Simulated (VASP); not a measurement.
# Sn2TeO3 (P6/mmm) in VASP: a series of runs

Sn2TeO3 is run at these levels: PBE; tasks: single point, relaxation of cell and atoms.

Everything below comes from runs of VASP 6.6.1. Logs are shortened: lines on timing, memory, paths and dates and some standing lists are left out, and cuts for length are marked.

**1. The cell of the first run**

Symmetry: P6/mmm, No. 191, hexagonal system. The conventional cell has a = 5.909 Å, b = 5.909 Å, c = 3.089 Å, α = 90.00°, β = 90.00°, γ = 120.00°. Within 3.0 Å of Sn (site symmetry -6m2) lie 6 O at 2.30 Å. Te (site symmetry 6/mmm) has 2 Te at 3.09 Å and 12 O at 3.33 Å and 6 Sn at 3.41 Å within 4.1 Å. O (site symmetry mmm) has 4 Sn at 2.30 Å and 4 O at 2.95 Å within 3.0 Å.

**2. Single point, PBE**

File INCAR:

```
PREC = Accurate ; ENCUT = 520
EDIFF = 1E-6 ; ISMEAR = 0
SIGMA = 0.1 ; LREAL = F
LASPH = T ; NELM = 100
ALGO = Normal ; ISIF = 2
LWAVE = F ; LCHARG = F
GGA = PE ; NBANDS = 35
```

File KPOINTS:

```
regular mesh
0
Gamma
  3 3 6
```

File POSCAR:

```
Sn2TeO3
1.0
    5.9088586458      0.0000000000      0.0000000000
   -2.9544293229      5.1172216947      0.0000000000
    0.0000000000      0.0000000000      3.0886398785
Sn Te O
2 1 3
Direct
    0.3333333333      0.6666666667      0.0000000000
    0.6666666667      0.3333333333      0.0000000000
    0.0000000000      0.0000000000      0.0000000000
    0.5000000000      0.0000000000      0.5000000000
    0.5000000000      0.5000000000      0.5000000000
    0.0000000000      0.5000000000      0.5000000000
```

Potentials or basis: VASP PAW PBE potentials, release 64 (Sn_d, Te, O).

On the command line:

```console
$ cat potpaw_PBE.64/Sn_d/POTCAR potpaw_PBE.64/Te/POTCAR potpaw_PBE.64/O/POTCAR > POTCAR
$ mpirun -np 1 vasp_std > vasp.out
```

OUTCAR:

```text
PREC = Accurate
   ENCUT = 520
   EDIFF = 1E-6
   ISMEAR = 0
   LREAL = F
   LASPH = T
   NELM = 100
   ISIF = 2
   GGA = PE

 ion  position               nearest neighbor table
   1  0.333  0.667  0.000-   6 2.30   6 2.30   4 2.30   4 2.30   5 2.30   5 2.30   3 3.41   2 3.41
                             2 3.41   3 3.41   3 3.41   2 3.41
   2  0.667  0.333  0.000-   6 2.30   6 2.30   4 2.30   4 2.30   5 2.30   5 2.30   1 3.41   3 3.41
                             1 3.41   3 3.41   3 3.41   1 3.41
   3  0.000  0.000  0.000-   1 3.41   2 3.41   2 3.41   1 3.41   2 3.41   1 3.41
   4  0.500  0.000  0.500-   1 2.30   2 2.30   1 2.30   2 2.30
   5  0.500  0.500  0.500-   1 2.30   2 2.30   1 2.30   2 2.30
   6  0.000  0.500  0.500-   1 2.30   2 2.30   1 2.30   2 2.30

  LATTYP: Found a hexagonal cell.
 ALAT       =     5.9088586458
 C/A-ratio  =     0.5227134483

  Lattice vectors:

 A1 = (   5.9088586458,   0.0000000000,   0.0000000000)
 A2 = (  -2.9544293229,   5.1172216947,   0.0000000000)
 A3 = (   0.0000000000,   0.0000000000,   3.0886398785)

Analysis of symmetry for initial positions (statically):
=====================================================================
 Subroutine PRICEL returns:
 Original cell was already a primitive cell.

 Routine SETGRP: Setting up the symmetry group for a
 hexagonal supercell.

 Subroutine GETGRP returns: Found 24 space group operations
 (whereof 24 operations were pure point group operations)
 out of a pool of 24 trial point group operations.

The static configuration has the point symmetry D_6h.

Analysis of symmetry for dynamics (positions and initial velocities):
=====================================================================
 Subroutine PRICEL returns:
 Original cell was already a primitive cell.

 Routine SETGRP: Setting up the symmetry group for a
 hexagonal supercell.

 Subroutine GETGRP returns: Found 24 space group operations
 (whereof 24 operations were pure point group operations)
 out of a pool of 24 trial point group operations.

The dynamic configuration has the point symmetry D_6h.

 Subroutine INISYM returns: Found 24 space group operations
 (whereof 24 operations are pure point group operations),
 and found     1 'primitive' translations

----------------------------------------------------------------------------------------

                                     Primitive cell

  volume of cell :      93.3910

  direct lattice vectors                    reciprocal lattice vectors
     5.908858646  0.000000000  0.000000000     0.169237421  0.097709271  0.000000000
    -2.954429323  5.117221695  0.000000000     0.000000000  0.195418541  0.000000000
     0.000000000  0.000000000  3.088639878     0.000000000  0.000000000  0.323767108

  length of vectors
     5.908858646  5.908858646  3.088639878     0.195418541  0.195418541  0.323767108

  position of ions in fractional coordinates (direct lattice)
     0.333333333  0.666666667  0.000000000
     0.666666667  0.333333333  0.000000000
     0.000000000  0.000000000  0.000000000
     0.500000000  0.000000000  0.500000000
     0.500000000  0.500000000  0.500000000
     0.000000000  0.500000000  0.500000000

  ion indices of the primitive-cell ions
   primitive index   ion index
                 1           1
                 2           2
                 3           3
                 4           4
                 5           5
                 6           6

----------------------------------------------------------------------------------------

 KPOINTS: regular mesh

Automatic generation of k-mesh.
 Grid dimensions read from file:
 generate k-points for:    3    3    6

 Generating k-lattice:

  Cartesian coordinates                     Fractional coordinates (reciprocal lattice)
     0.056412474  0.032569757  0.000000000     0.333333333  0.000000000  0.000000000
     0.000000000  0.065139514  0.000000000     0.000000000  0.333333333  0.000000000
     0.000000000  0.000000000  0.053961185     0.000000000  0.000000000  0.166666667

  Length of vectors
     0.065139514  0.065139514  0.053961185

  Shift w.r.t. Gamma in fractional coordinates (k-lattice)
     0.000000000  0.000000000  0.000000000

 Subroutine IBZKPT returns following result:
 ===========================================

 Found     12 irreducible k-points:

 Following reciprocal coordinates:
            Coordinates               Weight
  0.000000  0.000000  0.000000      1.000000
  0.333333 -0.000000  0.000000      6.000000
  0.333333  0.333333  0.000000      2.000000
  0.000000  0.000000  0.166667      2.000000
  0.333333 -0.000000  0.166667     12.000000
  0.333333  0.333333  0.166667      4.000000
  0.000000  0.000000  0.333333      2.000000
  0.333333 -0.000000  0.333333     12.000000
  0.333333  0.333333  0.333333      4.000000
  0.000000  0.000000  0.500000      1.000000
  0.333333 -0.000000  0.500000      6.000000
  0.333333  0.333333  0.500000      2.000000
   k-points           NKPTS =     12   k-points in BZ     NKDIM =     12   number of bands    NBANDS=     35
   number of dos      NEDOS =    301   number of ions     NIONS =      6
   total plane-waves  NPLWV =  55296
   dimension x,y,z NGX =    48 NGY =   48 NGZ =   24
   dimension x,y,z NGXF=    96 NGYF=   96 NGZF=   48
   ions per type =               2   1   3
   NGX,Y,Z   is equivalent  to a cutoff of  13.50, 13.50, 12.92 a.u.
   NGXF,Y,Z  is equivalent  to a cutoff of  27.01, 27.01, 25.84 a.u.
 SYSTEM =  unknown system
   PREC   = accura    normal or accurate (medium, high low for compatibility)
   ISTART =      0    job   : 0-new  1-cont  2-samecut
   ICHARG =      2    charge: 1-file 2-atom 10-const
   ISPIN  =      1    spin polarized calculation?
   LNONCOLLINEAR =      F non collinear calculations
   LSORBIT =      F    spin-orbit coupling
   LASPH  =      T    aspherical Exc in radial PAW
   ENCUT  =  520.0 eV  38.22 Ry    6.18 a.u.  10.99 10.99  5.74*2*pi/ulx,y,z
   NELM   =    100;   NELMIN=  2; NELMDL= -5     # of ELM steps
   EDIFF  = 0.1E-05   stopping-criterion for ELM
   LREAL  =      F    real-space projection
   EDIFFG = 0.1E-04   stopping-criterion for IOM
   NSW    =      0    number of steps for IOM
   IBRION =     -1    ionic relax: 0-MD 1-quasi-New 2-CG
   NFREE  =      0    steps in history (QN), initial steepest desc. (CG)
   ISIF   =      2    stress and relaxation
   ISYM   =      2    0-nonsym 1-usesym 2-fastsym
   POTIM  = 0.5000    time-step for ionic-motion
   TEBEG  =    0.0;   TEEND  =   0.0 temperature during run
   PSTRESS=    0.0 pullay stress
   NELECT =      52.0000    total number of electrons
   NUPDOWN=      -1.0000    fix difference up-down
   EMIN   =  10.00;   EMAX   =-10.00  energy-range for DOS
   EFERMI =   0.00;   METHOD = LEGACY
   ISMEAR =     0;   SIGMA  =   0.10  broadening in eV -4-tet -1-fermi 0-gaus
   EFERMI_NEDOS =   21; number of points for ismear=-14 and -15
   IALGO  =     38    algorithm
   IMIX   =      4    mixing-type and parameters
     AMIX     =   0.40;   BMIX     =  1.00
     AMIX_MAG =   1.60;   BMIX_MAG =  1.00
  volume/ion in A,a.u.               =      15.57       105.04
  Fermi-wavevector in a.u.,A,eV,Ry     =   1.346814  2.545109 24.679711  1.813908
  Thomas-Fermi vector in A             =   2.474615
   LORBIT       =      0    0 simple, 1 ext, 2 COOP (PROOUT), +10 PAW based schemes
   GGA     = PE    functional components
   LHFCALC =     F    Hartree Fock is set to
   AEXX    =    0.0000 exact exchange contribution
   IVDW    =     0    specifies the selected vdW correction
   LEPSILON=     F    determine dielectric tensor
   LRPA    =     F    only Hartree local field effects (RPA)
 non-spin polarized calculation
 Gauss-broadening in eV      SIGMA  =   0.10
  energy-cutoff  :      520.00
  volume of cell :       93.39
 maximum number of plane-waves:      2532
 NGX is ok and might be reduce to    48
   NGX = 21   NGY = 21   NGZ = 11

 number of electron      52.0000004 magnetization

 Free energy of the ion-electron system (eV)
  ---------------------------------------------------
  ext. energy  EPLUGINS =         0.00000000
  ---------------------------------------------------
  free energy    TOTEN  =       -29.77510337 eV

  energy without entropy =      -29.76665087  energy(sigma->0) =      -29.77087712

 E-fermi :   7.8610     XC(G=0): -11.0665

 val. band max:        7.6578361548   @ k =   0.3333  -0.0000   0.1667
 cond. band min:       7.8721960954   @ k =   0.0000   0.0000   0.1667
 fundamental gap:      0.2143599407
 Fermi energy:         7.8610218866

 k-point     1 :       0.0000    0.0000    0.0000
  band No.  band energies     occupation
      1     -14.0768      2.00000
      2     -14.0021      2.00000
      3     -13.9465      2.00000
      4     -13.9465      2.00000
      5     -13.7907      2.00000
      6     -13.7907      2.00000
[... 27 lines left out ...]
     34      16.0676      0.00000
     35      18.3760      0.00000

 k-point     2 :       0.3333   -0.0000    0.0000
  band No.  band energies     occupation
      1     -14.0610      2.00000
      2     -14.0182      2.00000
      3     -13.9624      2.00000
      4     -13.9307      2.00000
      5     -13.8176      2.00000
      6     -13.7847      2.00000
[... 27 lines left out ...]
     34      17.0358      0.00000
     35      17.6131      0.00000

 k-point     3 :       0.3333    0.3333    0.0000
  band No.  band energies     occupation
      1     -14.0395      2.00000
      2     -14.0395      2.00000
      3     -13.9780      2.00000
      4     -13.8771      2.00000
      5     -13.8771      2.00000
      6     -13.7860      2.00000
[... 27 lines left out ...]
     34      16.8274      0.00000
     35      17.2956      0.00000
[... 267 lines left out ...]
 k-point    11 :       0.3333   -0.0000    0.5000
  band No.  band energies     occupation
      1     -14.2043      2.00000
      2     -14.1468      2.00000
      3     -13.9625      2.00000
      4     -13.8814      2.00000
      5     -13.8464      2.00000
      6     -13.8349      2.00000
[... 27 lines left out ...]
     34      15.2512      0.00000
     35      15.2959      0.00000

 k-point    12 :       0.3333    0.3333    0.5000
  band No.  band energies     occupation
      1     -14.2084      2.00000
      2     -14.0602      2.00000
      3     -14.0602      2.00000
      4     -13.8777      2.00000
      5     -13.8610      2.00000
      6     -13.8082      2.00000
[... 27 lines left out ...]
     34      14.4120      0.00000
     35      15.0228      0.00000

------------------------ aborting loop because EDIFF is reached ----------------------------------------

  FORCE on cell =-STRESS in cart. coord.  units (eV):
  Direction    XX          YY          ZZ          XY          YZ          ZX
  --------------------------------------------------------------------------------------
  -------------------------------------------------------------------------------------
  Total        0.0348034      0.0348034      0.1089861      0.0000000     -0.0000000      0.0000000
  in kB        0.5970718      0.5970718      1.8697204      0.0000000     -0.0000000      0.0000000
  external PRESSURE =       1.0212880 kB  Pullay stress =       0.0000000 kB

 VOLUME and BASIS-vectors are now :
 -----------------------------------------------------------------------------
  energy-cutoff  :      520.00
  volume of cell :       93.39
      direct lattice vectors                 reciprocal lattice vectors
     5.908858646  0.000000000  0.000000000     0.169237421  0.097709271  0.000000000
    -2.954429323  5.117221695  0.000000000     0.000000000  0.195418541  0.000000000
     0.000000000  0.000000000  3.088639878     0.000000000  0.000000000  0.323767108

 POSITION                                       TOTAL-FORCE (eV/Angst)
 -----------------------------------------------------------------------------------
     -0.00000      3.41148      0.00000         0.000000      0.000000      0.000000
      2.95443      1.70574      0.00000         0.000000      0.000000     -0.000000
      0.00000      0.00000      0.00000        -0.000000      0.000000      0.000000
      2.95443      0.00000      1.54432        -0.000000      0.000000      0.000000
      1.47721      2.55861      1.54432        -0.000000      0.000000      0.000000
     -1.47721      2.55861      1.54432        -0.000000      0.000000      0.000000
 -----------------------------------------------------------------------------------
    total drift:                               -0.000000      0.000000     -0.000000

  FREE ENERGIE OF THE ION-ELECTRON SYSTEM (eV)
  ---------------------------------------------------
  free  energy   TOTEN  =       -29.7751033722 eV

  energy  without entropy=      -29.7666508669  energy(sigma->0) =      -29.77087712
```

Wall time 33 s (1 thread of Intel Xeon Platinum 8488C (Sapphire Rapids), shared host); peak memory 0.24 GiB.

What came out:

| Property | Result |
| --- | --- |
| Free energy | -29.7751 eV |
| Pressure | 0.1 GPa |
| Band gap on the k mesh | zero (band 26 reaches 9.00 eV, above the bottom of band 27 at 6.60 eV) |

Stress tensor (GPa, compression positive):
```
0.06 0.00 0.00
0.00 0.06 0.00
0.00 0.00 0.19
```

Caveat: the k points lie up to 0.41 Å⁻¹ apart; spin-orbit coupling is left out, which moves the levels of the heavy elements.

**3. Single point, PBE**

This run uses another cell than the first one, of 17.18 Å³/atom, 1.104 times its volume.

File INCAR:

```
PREC = Accurate ; ENCUT = 520
EDIFF = 1E-6 ; ISMEAR = 0
SIGMA = 0.1 ; LREAL = False
LASPH = True ; NELM = 100
ALGO = Normal ; ISIF = 2
LWAVE = False ; LCHARG = False
GGA = PE ; NBANDS = 35
```

KPOINTS is that of step 2.

File POSCAR:

```
Sn2TeO3
1.0
    5.8999997800      0.0000000000      0.0000000000
   -2.9499998900      5.1095496900      0.0000000000
    0.0000000000      0.0000000000      3.4197566700
Sn Te O
2 1 3
Direct
    0.3333333300      0.6666666700      0.0000000000
    0.6666666700      0.3333333300      0.0000000000
    0.0000000000      0.0000000000      0.0000000000
    0.5000000000      0.0000000000      0.5000000000
    0.5000000000      0.5000000000      0.5000000000
    0.0000000000      0.5000000000      0.5000000000
```

Potentials or basis: VASP PAW PBE potentials, release 64 (Sn_d, Te, O).

On the command line:

```console
$ cat potpaw_PBE.64/Sn_d/POTCAR potpaw_PBE.64/Te/POTCAR potpaw_PBE.64/O/POTCAR > POTCAR
$ mpirun -np 1 vasp_std > vasp.out
```

It took 50 s on 1 thread of Intel Xeon Platinum 8488C (Sapphire Rapids), shared host; peak memory 0.25 GiB.

It converged, with:

- Free energy: -28.9296 eV
- Pressure: -10.2 GPa
- Band gap on the k mesh: zero (band 26 reaches 7.11 eV, above the bottom of band 27 at 5.47 eV)

Stress tensor (GPa, compression positive):
```
 -2.94   0.00   0.00
  0.00  -2.94   0.00
  0.00   0.00 -24.63
```

Levels at points of the mesh, in eV from the Fermi level:
```tsv
k point	band 23	band 24	band 25	band 26	band 27	band 28	band 29	band 30
(0.00, 0.00, 0.00)	-1.91	-1.11	0.29	0.29	1.32	1.32	2.03	2.33
(0.00, 0.00, 0.50)	-1.59	-1.59	-1.41	-1.41	-0.92	2.22	3.45	4.95
```

Caveat: the k points lie up to 0.41 Å⁻¹ apart; spin-orbit coupling is left out, which moves the levels of the heavy elements.

[end of part 1 of 2]
